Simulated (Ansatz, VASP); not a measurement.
# One calculation of SbW, two programs

```
W Sb
1.0
     0.00000    3.01252    3.01252
     3.01252    0.00000    3.01252
     3.01252    3.01252    0.00000
W Sb
1 1
Cartesian
  0.0000 0.0000 0.0000
  1.5063 1.5063 1.5063
```

Alike in both runs: task single point; functional r2SCAN; k mesh 10 × 10 × 10; occupations gaussian, width 0.05 eV; no spin polarisation.

```csv
,VASP,Ansatz
version,VASP 6.6.1,Ansatz 0.2.0
potentials or method,"VASP PAW PBE potentials, release 64 (W_sv, Sb), cutoff 520 eV","scalar-relativistic, plane waves, PAW"
valence electrons in the cell,19,29
```

```csv
,VASP,Ansatz,Ansatz less VASP
gap on the k mesh at the Fermi level (eV),none,none,-
pressure (GPa),4.3,4.2,-0.13
```

VASP's potentials were made for PBE, not for r2SCAN. A gap of «none» marks a metal or a gap that the smearing closes. VASP's potentials hold 19 valence electrons a cell and Ansatz's 29, so a difference there can come from the potentials and not from the codes.

Neither program's run includes spin-orbit coupling.
